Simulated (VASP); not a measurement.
# LiH (Fm-3m) in VASP: G0W0 quasiparticle levels with PBE

Aim: the G0W0 quasiparticle levels of LiH with PBE.

All numbers are computed with VASP 6.6.1; they aren't measurements. Logs are shortened: lines on timing, memory, paths and dates and some standing lists are left out, and cuts for length are marked.

## (1) The cell of the first run

Symmetry: Fm-3m, No. 225, cubic system. The conventional cell has a = 4.006 Å, b = 4.006 Å, c = 4.006 Å, α = 90.00°, β = 90.00°, γ = 90.00°. Li (site symmetry m-3m) has 6 H at 2.00 Å within 2.7 Å. H (site symmetry m-3m) has 6 Li at 2.00 Å within 2.7 Å.

## (2) G0W0 quasiparticle levels, PBE

Contents of POSCAR:

```
LiH
1.0
    0.0000000000      2.0029948777      2.0029948777
    2.0029948777      0.0000000000      2.0029948777
    2.0029948777      2.0029948777      0.0000000000
Li H
1 1
Direct
    0.0000000000      0.0000000000      0.0000000000
    0.5000000000      0.5000000000      0.5000000000
```

Contents of INCAR.step1:

```
  PREC = Accurate
  ENCUT = 500
  EDIFF = 1E-8
  ISMEAR = 0
  SIGMA = 0.01
  LREAL = F
  LASPH = T
  NELM = 100
  ALGO = Normal
  LWAVE = T
  LCHARG = F
  GGA = PE
```

Contents of INCAR.step2:

```
  PREC = Accurate
  ENCUT = 500
  EDIFF = 1E-8
  ISMEAR = 0
  SIGMA = 0.01
  LREAL = F
  LASPH = T
  NELM = 1
  ALGO = Exact
  LWAVE = T
  LCHARG = F
  GGA = PE
  NBANDS = 89
  LOPTICS = T
  ISTART = 1
```

Contents of INCAR.step3:

```
  PREC = Accurate
  ENCUT = 500
  EDIFF = 1E-8
  ISMEAR = 0
  SIGMA = 0.01
  LREAL = F
  LASPH = T
  ALGO = EVGW0
  LWAVE = F
  LCHARG = F
  GGA = PE
  NELMGW = 1
  NBANDS = 89
  ENCUTGW = 180.0
  NOMEGA = 48
  PRECFOCK = Fast
  ISTART = 1
  NBANDSGW = 9
```

Contents of KPOINTS:

```
regular mesh
0
Gamma
  8 8 8
```

Potentials or basis: VASP PAW PBE potentials, release 64 (Li_GW, H_GW).

Launch:

```sh
cat potpaw_PBE.64/Li_GW/POTCAR potpaw_PBE.64/H_GW/POTCAR > POTCAR
cp INCAR.step1 INCAR
mpirun -np 1 vasp_std > vasp.out
cp INCAR.step2 INCAR
mpirun -np 1 vasp_std > vasp.out
cp INCAR.step3 INCAR
mpirun -np 1 vasp_std > vasp.out
```

OUTCAR:

```text
PREC = Accurate
   ENCUT = 500
   EDIFF = 1E-8
   ISMEAR = 0
   LREAL = F
   LASPH = T
   GGA = PE
   NELMGW = 1
   ENCUTGW = 180.0
   PRECFOCK = Fast
   ISTART = 1

 ion  position               nearest neighbor table
   1  0.000  0.000  0.000-   2 2.00   2 2.00   2 2.00   2 2.00   2 2.00   2 2.00
   2  0.500  0.500  0.500-   1 2.00   1 2.00   1 2.00   1 2.00   1 2.00   1 2.00

  LATTYP: Found a face centered cubic cell.
 ALAT       =     4.0059897554

  Lattice vectors:

 A1 = (   0.0000000000,   2.0029948777,   2.0029948777)
 A2 = (   2.0029948777,   0.0000000000,   2.0029948777)
 A3 = (   2.0029948777,   2.0029948777,   0.0000000000)

Analysis of symmetry for initial positions (statically):
=====================================================================
 Subroutine PRICEL returns:
 Original cell was already a primitive cell.

 Routine SETGRP: Setting up the symmetry group for a
 face centered cubic supercell.

 Subroutine GETGRP returns: Found 48 space group operations
 (whereof 48 operations were pure point group operations)
 out of a pool of 48 trial point group operations.

The static configuration has the point symmetry O_h .

Analysis of symmetry for dynamics (positions and initial velocities):
=====================================================================
 Subroutine PRICEL returns:
 Original cell was already a primitive cell.

 Routine SETGRP: Setting up the symmetry group for a
 face centered cubic supercell.

 Subroutine GETGRP returns: Found 48 space group operations
 (whereof 48 operations were pure point group operations)
 out of a pool of 48 trial point group operations.

The dynamic configuration has the point symmetry O_h .

 Subroutine INISYM returns: Found 48 space group operations
 (whereof 48 operations are pure point group operations),
 and found     1 'primitive' translations

----------------------------------------------------------------------------------------

                                     Primitive cell

  volume of cell :      16.0720

  direct lattice vectors                    reciprocal lattice vectors
     0.000000000  2.002994878  2.002994878    -0.249626200  0.249626200  0.249626200
     2.002994878  0.000000000  2.002994878     0.249626200 -0.249626200  0.249626200
     2.002994878  2.002994878  0.000000000     0.249626200  0.249626200 -0.249626200

  length of vectors
     2.832662521  2.832662521  2.832662521     0.432365261  0.432365261  0.432365261

  position of ions in fractional coordinates (direct lattice)
     0.000000000  0.000000000  0.000000000
     0.500000000  0.500000000  0.500000000

  ion indices of the primitive-cell ions
   primitive index   ion index
                 1           1
                 2           2

----------------------------------------------------------------------------------------

 KPOINTS: regular mesh

Automatic generation of k-mesh.
 Grid dimensions read from file:
 generate k-points for:    8    8    8

 Generating k-lattice:

  Cartesian coordinates                     Fractional coordinates (reciprocal lattice)
    -0.031203275  0.031203275  0.031203275     0.125000000  0.000000000  0.000000000
     0.031203275 -0.031203275  0.031203275     0.000000000  0.125000000  0.000000000
     0.031203275  0.031203275 -0.031203275     0.000000000  0.000000000  0.125000000

  Length of vectors
     0.054045658  0.054045658  0.054045658

  Shift w.r.t. Gamma in fractional coordinates (k-lattice)
     0.000000000  0.000000000  0.000000000

 Subroutine IBZKPT returns following result:
 ===========================================

 Found     29 irreducible k-points:

 Following reciprocal coordinates:
            Coordinates               Weight
  0.000000  0.000000  0.000000      1.000000
  0.125000  0.000000  0.000000      8.000000
  0.250000  0.000000  0.000000      8.000000
  0.375000  0.000000  0.000000      8.000000
  0.500000  0.000000  0.000000      4.000000
  0.125000  0.125000  0.000000      6.000000
[... 16 lines left out ...]
  0.500000  0.250000  0.125000     48.000000
 -0.375000  0.250000  0.125000     24.000000
 [... further k-points ...]
   k-points           NKPTS =     29   k-points in BZ     NKDIM =    512   number of bands    NBANDS=     89
   number of dos      NEDOS =    301   number of ions     NIONS =      2
   total plane-waves  NPLWV =  13824
   dimension x,y,z NGX =    24 NGY =   24 NGZ =   24
   dimension x,y,z NGXF=    48 NGYF=   48 NGZF=   48
   ions per type =               1   1
   NGX,Y,Z   is equivalent  to a cutoff of  14.09, 14.09, 14.09 a.u.
   NGXF,Y,Z  is equivalent  to a cutoff of  28.17, 28.17, 28.17 a.u.
 SYSTEM =  unknown system
   PREC   = accura    normal or accurate (medium, high low for compatibility)
   ISTART =      1    job   : 0-new  1-cont  2-samecut
   ICHARG =      0    charge: 1-file 2-atom 10-const
   ISPIN  =      1    spin polarized calculation?
   LNONCOLLINEAR =      F non collinear calculations
   LSORBIT =      F    spin-orbit coupling
   LASPH  =      T    aspherical Exc in radial PAW
   ENCUT  =  500.0 eV  36.75 Ry    6.06 a.u.   5.16  5.16  5.16*2*pi/ulx,y,z
   NELM   =     60;   NELMIN=  2; NELMDL=  0     # of ELM steps
   EDIFF  = 0.1E-07   stopping-criterion for ELM
   LREAL  =      F    real-space projection
   EDIFFG = 0.1E-06   stopping-criterion for IOM
   NSW    =      0    number of steps for IOM
   IBRION =     -1    ionic relax: 0-MD 1-quasi-New 2-CG
   NFREE  =      0    steps in history (QN), initial steepest desc. (CG)
   ISIF   =      0    stress and relaxation
   ISYM   =      3    0-nonsym 1-usesym 2-fastsym
   POTIM  = 0.5000    time-step for ionic-motion
   TEBEG  =    0.0;   TEEND  =   0.0 temperature during run
   PSTRESS=    0.0 pullay stress
   NELECT =       2.0000    total number of electrons
   NUPDOWN=      -1.0000    fix difference up-down
   EMIN   =  10.00;   EMAX   =-10.00  energy-range for DOS
   EFERMI =   0.00;   METHOD = LEGACY
   ISMEAR =     0;   SIGMA  =   0.01  broadening in eV -4-tet -1-fermi 0-gaus
   EFERMI_NEDOS =   21; number of points for ismear=-14 and -15
   IALGO  =     38    algorithm
   IMIX   =      4    mixing-type and parameters
     AMIX     =   0.40;   BMIX     =  1.00
     AMIX_MAG =   1.60;   BMIX_MAG =  1.00
  volume/ion in A,a.u.               =       8.04        54.23
  Fermi-wavevector in a.u.,A,eV,Ry     =   0.817325  1.544521  9.088975  0.668021
  Thomas-Fermi vector in A             =   1.927753
   LORBIT       =      0    0 simple, 1 ext, 2 COOP (PROOUT), +10 PAW based schemes
   GGA     = PE    functional components
   LHFCALC =     T    Hartree Fock is set to
   PRECFOCK=fast      Normal, Fast or Accurate (Low or Medium for compatibility)
   ENCUT4O =  -1.0   cutoff for four orbital integrals eV
   NKREDX  =     1    reduce k-point grid by
   NKREDY  =     1    reduce k-point grid by
   NKREDZ  =     1    reduce k-point grid by
   AEXX    =    1.0000 exact exchange contribution
   HFSCREEN=    0.0000 screening length (either q_TF or 0.3 A-1)
   HFSCREENC=   0.0000 screening length for correlation (either q_TF or 0.3 A-1)
   ENCUTFOCK=  -1.0 apply spherical cutoff to Coloumb kernel
   IVDW    =     0    specifies the selected vdW correction
   LEPSILON=     F    determine dielectric tensor
   LRPA    =     F    only Hartree local field effects (RPA)
   LRPAFORCE           =     F    calculate RPA forces
   ENCUTGW             = 180.0    cutoff for response function in eV
   ENCUTGWSOFT         = 144.0    soft cutoff for Coulomb kernel in GW response function in eV
   ENCUTLF             =  -1.0    cutoff for local field effects
   NELMGW              =     1    number of iterations in solving QP/BSE equation
   NELMHF              =     1    number of iterations in the inner HF iteration
   NKREDLFX            =     1    NKREDLFY  =   1   NKREDLFZ  =   1
 non-spin polarized calculation
 Gauss-broadening in eV      SIGMA  =   0.01
  energy-cutoff  :      500.00
  volume of cell :       16.07
 maximum number of plane-waves:       416
 NGX is ok and might be reduce to    24
  NGX = 14; NGY = 14; NGZ = 14
   NGX = 11   NGY = 11   NGZ = 11
 maximum number of plane-waves:        97
 NGX is ok and might be reduce to    14

 QP shifts <psi_nk| G(iteration)W_0 |psi_nk>: iteration 1
 for sc-GW calculations column KS-energies equals QP-energies in previous step
 and V_xc(KS)=  KS-energies - (<T + V_ion + V_H > + <T+V_H+V_ion>^1  + <V_x>^1)

 k-point   1 :       0.0000    0.0000    0.0000
  band No.  KS-energies  QP-energies   sigma(KS)   V_xc(KS)     V^pw_x(r,r')   Z            occupation Imag(sigma)

      1      -8.1241      -9.6388     -11.6218      -9.3467     -15.1912       0.6658       2.0000       0.1844
      2      13.4591      14.0085     -10.5160     -11.2946      -4.1556       0.7057       0.0000      -0.9531
      3      15.2648      16.2776      -6.5990      -7.9607      -1.3788       0.7438       0.0000      -0.5479
      4      15.2648      16.2776      -6.5990      -7.9607      -1.3788       0.7438       0.0000      -0.5479
      5      15.2648      16.2776      -6.5990      -7.9607      -1.3788       0.7438       0.0000      -0.5479
      6      19.9902      20.4440      -6.7829      -7.2626      -1.1022       0.9461       0.0000      -2.1625
      7      19.9902      20.4440      -6.7829      -7.2626      -1.1022       0.9461       0.0000      -2.1625
      8      19.9902      20.4440      -6.7829      -7.2626      -1.1022       0.9461       0.0000      -2.1625
      9      21.6362      22.2437      -6.0670      -6.7679      -0.8200       0.8667       0.0000      -1.8597

 k-point   2 :       0.1250    0.0000    0.0000
  band No.  KS-energies  QP-energies   sigma(KS)   V_xc(KS)     V^pw_x(r,r')   Z            occupation Imag(sigma)

      1      -7.8455      -9.3501     -11.6240      -9.3792     -15.0638       0.6703       2.0000       0.1658
      2      11.2391      11.8562      -8.4622      -9.3140      -3.0524       0.7244       0.0000      -0.5071
      3      13.9349      14.5620      -8.5228      -9.3760      -2.6331       0.7351       0.0000      -0.8740
      4      14.7092      15.6276      -6.6128      -7.8401      -1.3777       0.7483       0.0000      -0.5890
      5      14.7092      15.6276      -6.6128      -7.8401      -1.3777       0.7483       0.0000      -0.5890
      6      19.5770      20.2441      -6.4219      -7.2232      -0.9549       0.8325       0.0000      -1.6091
      7      21.1798      21.9027      -6.5079      -7.3109      -0.9783       0.9002       0.0000      -2.0709
      8      21.1798      21.9027      -6.5079      -7.3109      -0.9783       0.9002       0.0000      -2.0709
      9      23.2217      24.7109      -6.7816      -8.3837      -1.6145       0.9295       0.0000      -2.2081
[... 274 lines left out ...]
 k-point  24 :      -0.3750    0.2500    0.1250
  band No.  KS-energies  QP-energies   sigma(KS)   V_xc(KS)     V^pw_x(r,r')   Z            occupation Imag(sigma)

      1      -4.3721      -5.7920     -12.2027     -10.2853     -14.1588       0.7406       2.0000       0.0506
      2       2.4247       3.0206      -6.7098      -7.4717      -3.0157       0.7822       0.0000      -0.0951
      3       6.2085       6.8456      -7.6399      -8.4949      -3.1923       0.7451       0.0000      -0.1603
      4      10.6585      11.2956      -6.8222      -7.6754      -1.7900       0.7468       0.0000      -0.4186
      5      13.8000      14.5752      -7.1656      -8.2175      -1.6511       0.7368       0.0000      -0.6912
      6      20.4729      21.2357      -7.0670      -7.9515      -1.4752       0.8624       0.0000      -1.8515
      7      23.5278      24.5305      -7.1747      -8.3448      -1.3964       0.8570       0.0000      -2.1808
      8      24.7433      26.0097      -6.1994      -7.6528      -0.8853       0.8713       0.0000      -1.9216
      9      25.9893      27.4983      -6.4788      -8.1629      -1.3122       0.8960       0.0000      -2.1456

 [... further k-points ...]
```

It took 13 min on 1 thread of AMD EPYC 9R45 (Zen 5), shared host; peak memory 0.64 GiB.

What came out:

```yaml
Band_gap_on_the_k_mesh_mean-field_level: 2.98 eV, direct
Quasiparticle_gap: 4.99 eV
Least_direct_quasiparticle_gap: 4.99 eV
```

Caveat: bands, screening cutoff and mesh are small and nothing is extrapolated, so the quasiparticle values aren't converged. A k mesh can miss the band edges.
